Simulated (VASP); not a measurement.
Wanted: the native input for a VASP 6.6.1 run.

```
Task                   : single point
Functional             : PBE
Dispersion             : D4
Potentials or basis    : VASP PAW PBE potentials, release 64 (Sr_sv, Cl)
Cutoff                 : 520 eV
k mesh                 : 6 × 6 × 6
Occupations            : fermi-dirac, width 0.02 eV
Spin                   : no spin polarisation
Dipole correction      : no
Further INCAR settings : ALGO = Normal; EDIFF = 1e-06; NBANDS = 19
```

The structure of SrCl2 lies in POSCAR:

```
SrCl2
1.0
    2.0995935770      1.2122009169      6.1642906380
   -2.0995935770      1.2122009169      6.1642906380
    0.0000000000     -2.4244018337      6.1642906380
Sr Cl
1 2
Direct
    0.0001777412      0.0001777412      0.0001777412
    0.4220976888      0.4220976888      0.4220976888
    0.2443912367      0.2443912367      0.2443912367
```

These files were run (other wordings do the same):

INCAR

```
SYSTEM = SrCl2
ALGO = Normal
EDIFF = 1E-6
ENCUT = 520
GGA = PE
ISIF = 2
ISMEAR = -1
IVDW = 13
LASPH = .TRUE.
LCHARG = .FALSE.
LREAL = .FALSE.
LWAVE = .FALSE.
NBANDS = 19
NELM = 60
PREC = Accurate
SIGMA = 0.02
```

KPOINTS

```
k-points
0
G
  6 6 6
  0 0 0
```

Potentials or basis: VASP PAW PBE potentials, release 64 (Sr_sv, Cl).

Command:

```console
$ cat potpaw_PBE.64/Sr_sv/POTCAR potpaw_PBE.64/Cl/POTCAR > POTCAR
$ mpirun -np 1 vasp_std > vasp.out
```

Results of the run:

```json
{"Pressure": "0.1 GPa", "Largest force": "0.024 eV/Å", "Band gap on the k mesh": "4.31 eV, direct", "Dispersion energy per atom": "-0.172 eV"}
```

Wall time 82 s on 1 thread of Intel(R) Xeon(R) Platinum 8488C (Sapphire Rapids), with other jobs on the host, peak memory 0.35 GiB.
